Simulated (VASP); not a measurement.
# Rh (P6_3/mmc) in VASP: further runs, part 2 of 2

VASP 6.6.1. Earlier steps stand in the parts before.

## (3) Single point, r2SCAN

This run uses another cell than the first one, of 13.16 Å³/atom, 1.045 times its volume.

File POSCAR:

```
Rh
1.0
    2.6561196989      0.0000000000      0.0000000000
   -1.3280598495      2.3002671388      0.0000000000
    0.0000000000      0.0000000000      4.3070989184
Rh
2
Direct
    0.6666666667      0.3333333333      0.7500000000
    0.3333333333      0.6666666667      0.2500000000
```

File INCAR.step1:

```
SYSTEM = Rh
PREC = Accurate
ENCUT = 520
ISMEAR = 0
SIGMA = 0.1
LREAL = .False.
LASPH = .True.
NELM = 100
NBANDS = 22
GGA = PE
ALGO = Normal
EDIFF = 1E-4
LWAVE = .True.
LCHARG = .False.
```

File INCAR.step2:

```
SYSTEM = Rh
PREC = Accurate
ENCUT = 520
EDIFF = 1E-6
ISMEAR = 0
SIGMA = 0.1
LREAL = .False.
LASPH = .True.
NELM = 100
ALGO = Normal
ISIF = 2
LWAVE = .False.
LCHARG = .False.
METAGGA = R2SCAN
LMIXTAU = .True.
NBANDS = 22
ISTART = 1
```

File KPOINTS:

```
regular mesh
0
Gamma
  12 12 7
  0 0 0
```

Potentials or basis: VASP PAW PBE potentials, release 64 (Rh_pv).

On the command line:

```bash
> cat potpaw_PBE.64/Rh_pv/POTCAR > POTCAR
> cp INCAR.step1 INCAR
> mpirun -np 1 vasp_std > vasp.out
> cp INCAR.step2 INCAR
> mpirun -np 1 vasp_std > vasp.out
```

OUTCAR:

```text
SYSTEM = Rh
   PREC = Accurate
   ENCUT = 520
   EDIFF = 1E-6
   ISMEAR = 0
   LREAL = .False.
   LASPH = .True.
   NELM = 100
   ISIF = 2
   METAGGA = R2SCAN
   ISTART = 1

 ion  position               nearest neighbor table
   1  0.667  0.333  0.750-   2 2.64   2 2.64   2 2.64   2 2.64   2 2.64   2 2.64
   2  0.333  0.667  0.250-   1 2.64   1 2.64   1 2.64   1 2.64   1 2.64   1 2.64

  LATTYP: Found a hexagonal cell.
 ALAT       =     2.6561196989
 C/A-ratio  =     1.6215756090

  Lattice vectors:

 A1 = (   2.6561196989,   0.0000000000,   0.0000000000)
 A2 = (  -1.3280598495,   2.3002671388,   0.0000000000)
 A3 = (   0.0000000000,   0.0000000000,   4.3070989184)

Analysis of symmetry for initial positions (statically):
=====================================================================
 Subroutine PRICEL returns:
 Original cell was already a primitive cell.

 Routine SETGRP: Setting up the symmetry group for a
 hexagonal supercell.

 Subroutine GETGRP returns: Found 24 space group operations
 (whereof 12 operations were pure point group operations)
 out of a pool of 24 trial point group operations.

The static configuration has the point symmetry D_3d.
 The point group associated with its full space group is D_6h.

Analysis of symmetry for dynamics (positions and initial velocities):
=====================================================================
 Subroutine PRICEL returns:
 Original cell was already a primitive cell.

 Routine SETGRP: Setting up the symmetry group for a
 hexagonal supercell.

 Subroutine GETGRP returns: Found 24 space group operations
 (whereof 12 operations were pure point group operations)
 out of a pool of 24 trial point group operations.

The dynamic configuration has the point symmetry D_3d.
 The point group associated with its full space group is D_6h.

 Subroutine INISYM returns: Found 24 space group operations
[... 106 lines left out ...]
   TEBEG  =    0.0;   TEEND  =   0.0 temperature during run
   PSTRESS=    0.0 pullay stress
   NELECT =      30.0000    total number of electrons
   NUPDOWN=      -1.0000    fix difference up-down
   EMIN   =  10.00;   EMAX   =-10.00  energy-range for DOS
   EFERMI =   0.00;   METHOD = LEGACY
   ISMEAR =     0;   SIGMA  =   0.10  broadening in eV -4-tet -1-fermi 0-gaus
   EFERMI_NEDOS =   21; number of points for ismear=-14 and -15
   IALGO  =     38    algorithm
   IMIX   =      4    mixing-type and parameters
     AMIX     =   0.40;   BMIX     =  1.00
     AMIX_MAG =   1.60;   BMIX_MAG =  1.00
  volume/ion in A,a.u.               =      13.16        88.79
  Fermi-wavevector in a.u.,A,eV,Ry     =   1.710192  3.231795 39.793753  2.924758
  Thomas-Fermi vector in A             =   2.788537
   LORBIT       =      0    0 simple, 1 ext, 2 COOP (PROOUT), +10 PAW based schemes
   METAGGA = R2SCAN    functional components
   LHFCALC =     F    Hartree Fock is set to
   AEXX    =    0.0000 exact exchange contribution
   IVDW    =     0    specifies the selected vdW correction
   LEPSILON=     F    determine dielectric tensor
   LRPA    =     F    only Hartree local field effects (RPA)
 non-spin polarized calculation
 Gauss-broadening in eV      SIGMA  =   0.10
  energy-cutoff  :      520.00
  volume of cell :       26.32
 maximum number of plane-waves:       738
 NGX is ok and might be reduce to    20
   NGX =  9   NGY =  9   NGZ = 17

 number of electron      29.9999996 magnetization

 Free energy of the ion-electron system (eV)
  ---------------------------------------------------
  ext. energy  EPLUGINS =         0.00000000
  ---------------------------------------------------
  free energy    TOTEN  =       -48.12867243 eV

  energy without entropy =      -48.11211212  energy(sigma->0) =      -48.12039227

 E-fermi :  12.6925     XC(G=0): -15.5393

 val. band max:       12.6901015676   @ k =   0.2500   0.1667   0.1429
 cond. band min:      12.6925385206   @ k =   0.0000   0.0000   0.2857
 fundamental gap:      0.0024369530
 Fermi energy:        12.6925234934

 k-point     1 :       0.0000    0.0000    0.0000
  band No.  band energies     occupation
      1     -36.2251      2.00000
      2     -35.4145      2.00000
      3     -35.4145      2.00000
      4     -35.2945      2.00000
      5     -35.2840      2.00000
      6     -35.2840      2.00000
[... 589 lines left out ...]
     21      29.2884      0.00000
     22      29.3003      0.00000

 [... further k-points ...]
[... 5 lines left out ...]
  --------------------------------------------------------------------------------------
  -------------------------------------------------------------------------------------
  Total        2.5660218      2.5660218      2.5814780     -0.0000000     -0.0000000     -0.0000000
  in kB      156.2284635    156.2284641    157.1694916     -0.0000000     -0.0000000     -0.0000000
  external PRESSURE =     156.5421397 kB  Pullay stress =       0.0000000 kB

 VOLUME and BASIS-vectors are now :
 -----------------------------------------------------------------------------
  energy-cutoff  :      520.00
  volume of cell :       26.32
      direct lattice vectors                 reciprocal lattice vectors
     2.656119699  0.000000000  0.000000000     0.376489057  0.217366058  0.000000000
    -1.328059850  2.300267139  0.000000000     0.000000000  0.434732116  0.000000000
     0.000000000  0.000000000  4.307098918     0.000000000  0.000000000  0.232174839

 POSITION                                       TOTAL-FORCE (eV/Angst)
 -----------------------------------------------------------------------------------
      1.32806      0.76676      3.23032         0.000000      0.000000      0.000000
     -0.00000      1.53351      1.07677        -0.000000      0.000000      0.000000
 -----------------------------------------------------------------------------------
    total drift:                               -0.000000      0.000000     -0.000000

  FREE ENERGIE OF THE ION-ELECTRON SYSTEM (eV)
  ---------------------------------------------------
  free  energy   TOTEN  =       -48.1286724279 eV

  energy  without entropy=      -48.1121121194  energy(sigma->0) =      -48.12039227
```

OUTCAR.step1:

```text
SYSTEM = Rh
   PREC = Accurate
   ENCUT = 520
   ISMEAR = 0
   LREAL = .False.
   LASPH = .True.
[... 825 lines left out ...]
      1.32806      0.76676      3.23032         0.000000      0.000000      0.000000
     -0.00000      1.53351      1.07677        -0.000000     -0.000000      0.000000
 -----------------------------------------------------------------------------------
    total drift:                               -0.000000      0.000000     -0.000000

  FREE ENERGIE OF THE ION-ELECTRON SYSTEM (eV)
  ---------------------------------------------------
  free  energy   TOTEN  =       -14.3340003364 eV

  energy  without entropy=      -14.3176047207  energy(sigma->0) =      -14.32580253
```

OSZICAR.step1:

```text
N       E                     dE             d eps       ncg     rms          rms(c)
DAV:   1     0.326004504361E+03    0.32600E+03   -0.18991E+04  3352   0.160E+03
DAV:   2    -0.805211526768E+01   -0.33406E+03   -0.32222E+03  3472   0.474E+02
DAV:   3    -0.152384593023E+02   -0.71863E+01   -0.71413E+01  3890   0.785E+01
DAV:   4    -0.152862962719E+02   -0.47837E-01   -0.47832E-01  3720   0.642E+00
DAV:   5    -0.152870358806E+02   -0.73961E-03   -0.73960E-03  3912   0.837E-01    0.163E+01
DAV:   6    -0.143820862381E+02    0.90495E+00   -0.19505E+00  3692   0.152E+01    0.610E+00
DAV:   7    -0.143406350425E+02    0.41451E-01   -0.67460E-02  3920   0.248E+00    0.246E+00
DAV:   8    -0.143344838845E+02    0.61512E-02   -0.11302E-02  3518   0.122E+00    0.458E-01
DAV:   9    -0.143339933194E+02    0.49057E-03   -0.42262E-04  3858   0.243E-01    0.251E-02
DAV:  10    -0.143340003364E+02   -0.70170E-05   -0.67475E-06  1870   0.276E-02
   1 F= -.14334000E+02 E0= -.14325803E+02  d E =-.163956E-01
```

It took 3.3 min on 1 thread of AMD EPYC 7R13, shared host; peak memory 0.13 GiB.

What came out:

```yaml
Free_energy: -48.1287 eV
Pressure: 15.7 GPa
Band_gap_on_the_k_mesh: zero (band 15 reaches 13.35 eV, above the bottom of band 16 at 10.70 eV)
```

Stress tensor (GPa, compression positive):
```
15.62  0.00  0.00
 0.00 15.62  0.00
 0.00  0.00 15.72
```

Levels at points of the mesh, in eV from the Fermi level:
```tsv
k point	band 11	band 12	band 13	band 14	band 15	band 16	band 17	band 18	band 19	band 20
(0.00, 0.00, 0.00)	-3.41	-2.83	-2.83	-2.15	-2.15	0.12	0.12	0.78	9.48	16.63
(0.50, 0.00, 0.00)	-3.05	-2.51	-2.35	0.46	0.66	0.80	3.34	5.67	11.24	11.66
```

Caveat: the PAW data sets were made with another functional, which shifts forces and pressure a little.

## (4) Single point, r2SCAN

This run uses another cell than the first one, of 13.73 Å³/atom, 1.091 times its volume.

File POSCAR:

```
Rh
1.0
    2.6940693933      0.0000000000      0.0000000000
   -1.3470346966      2.3331325382      0.0000000000
    0.0000000000      0.0000000000      4.3686372171
Rh
2
Direct
    0.6666666667      0.3333333333      0.7500000000
    0.3333333333      0.6666666667      0.2500000000
```

File INCAR.step1:

```
SYSTEM = Rh
PREC = Accurate ; ENCUT = 520
ISMEAR = 0 ; SIGMA = 0.1
LREAL = .False. ; LASPH = .True.
NELM = 80 ; NBANDS = 22
GGA = PE ; ALGO = Normal
EDIFF = 1E-4 ; LWAVE = .True.
LCHARG = .False.
```

File INCAR.step2:

```
SYSTEM = Rh
PREC = Accurate ; ENCUT = 520
EDIFF = 1E-6 ; ISMEAR = 0
SIGMA = 0.1 ; LREAL = .False.
LASPH = .True. ; NELM = 80
ALGO = Normal ; ISIF = 2
LWAVE = .False. ; LCHARG = .False.
METAGGA = R2SCAN ; LMIXTAU = .True.
NBANDS = 22 ; ISTART = 1
```

File KPOINTS:

```
Automatic mesh
0
Gamma
  12 12 7
  0 0 0
```

On the command line:

```bash
> cat potpaw_PBE.64/Rh_pv/POTCAR > POTCAR
> cp INCAR.step1 INCAR
> mpirun -np 1 vasp_std > vasp.out
> cp INCAR.step2 INCAR
> mpirun -np 1 vasp_std > vasp.out
```

It took 3.8 min on 1 thread of AMD EPYC 7R13, shared host; peak memory 0.14 GiB.

It converged, with:

```
Free energy            : -48.1901 eV
Pressure               : 1.9 GPa
Band gap on the k mesh : zero (band 15 reaches 12.49 eV, above the bottom of band 16 at 10.02 eV)
```

Stress tensor (GPa, compression positive):
```
2.03 0.00 0.00
0.00 2.03 0.00
0.00 0.00 1.74
```

Levels at points of the mesh, in eV from the Fermi level:
```tsv
k point	band 12	band 13	band 14	band 15	band 16	band 17	band 18	band 19
(0.00, 0.00, 0.00)	-2.65	-2.65	-2.01	-2.01	0.11	0.11	0.83	9.03
(0.50, 0.00, 0.00)	-2.35	-2.20	0.43	0.61	0.74	3.19	5.43	10.89
```

Caveat: the PAW data sets were made with another functional, which shifts forces and pressure a little.

## (5) Single point, r2SCAN

This run uses another cell than the first one, of 14.30 Å³/atom, 1.136 times its volume.

File POSCAR:

```
Rh
1.0
    2.7309790400      0.0000000000      0.0000000000
   -1.3654895200      2.3650972300      0.0000000000
    0.0000000000      0.0000000000      4.4284890000
Rh
2
Direct
    0.6666666667      0.3333333333      0.7500000000
    0.3333333333      0.6666666667      0.2500000000
```

File INCAR.step1:

```
ALGO = Normal
EDIFF = 1E-4
ENCUT = 520
GGA = PE
ISMEAR = 0
LASPH = T
LCHARG = F
LREAL = F
LWAVE = T
NBANDS = 22
NELM = 100
PREC = Accurate
SIGMA = 0.1
```

File INCAR.step2:

```
ALGO = Normal
EDIFF = 1E-7
ENCUT = 520
ISIF = 2
ISMEAR = 0
ISTART = 1
LASPH = T
LCHARG = T
LELF = T
LMIXTAU = T
LREAL = F
LVHAR = T
LWAVE = F
METAGGA = R2SCAN
NBANDS = 22
NELM = 100
PREC = Accurate
SIGMA = 0.1
```

File KPOINTS:

```
k-points
0
Gamma
  12 12 7
```

On the command line:

```bash
> cat potpaw_PBE.64/Rh_pv/POTCAR > POTCAR
> cp INCAR.step1 INCAR
> mpirun -np 1 vasp_std > vasp.out
> cp INCAR.step2 INCAR
> mpirun -np 1 vasp_std > vasp.out
```

It took 3.9 min on 1 thread of AMD EPYC 7R13, shared host; peak memory 0.14 GiB.

It converged, with:

| Item | Value |
| --- | --- |
| Free energy | -48.1649 eV |
| Pressure | -8.7 GPa |
| Band gap on the k mesh | zero (band 15 reaches 11.70 eV, above the bottom of band 16 at 9.40 eV) |

Stress tensor (GPa, compression positive):
```
-8.51  0.00  0.00
 0.00 -8.51  0.00
 0.00  0.00 -9.08
```

Levels at points of the mesh, in eV from the Fermi level:
| k point | band 11 | band 12 | band 13 | band 14 | band 15 | band 16 | band 17 | band 18 | band 19 | band 20 |
| --- | --- | --- | --- | --- | --- | --- | --- | --- | --- | --- |
| (0.00, 0.00, 0.00) | -2.98 | -2.48 | -2.48 | -1.88 | -1.88 | 0.11 | 0.11 | 0.88 | 8.62 | 16.65 |
| (0.50, 0.00, 0.00) | -2.68 | -2.21 | -2.06 | 0.40 | 0.57 | 0.69 | 3.07 | 5.21 | 10.58 | 10.98 |

Caveat: the PAW data sets were made with another functional, which shifts forces and pressure a little.

## (6) Summary

```csv
cell,gap on the mesh (eV),pressure (GPa)
"a = 2.617, b = 2.617, c = 4.244 Å, angles 90.0, 90.0, 120.0°, 2 atoms",none,33.3
"a = 2.656, b = 2.656, c = 4.307 Å, angles 90.0, 90.0, 120.0°, 2 atoms",none,15.7
"a = 2.694, b = 2.694, c = 4.369 Å, angles 90.0, 90.0, 120.0°, 2 atoms",none,1.9
"a = 2.731, b = 2.731, c = 4.428 Å, angles 90.0, 90.0, 120.0°, 2 atoms",none,-8.7
```

Alike in all rows: task single point; level r2SCAN; potentials or basis VASP PAW PBE potentials, release 64 (Rh_pv); no spin polarisation; k mesh 12 × 12 × 7; cutoff (eV) 520; smearing gaussian 0.1 eV.

Caveats: the PAW data sets were made with another functional, which shifts forces and pressure a little.

Total energies depend on the potentials used, so only differences within one code and one set of settings carry meaning.
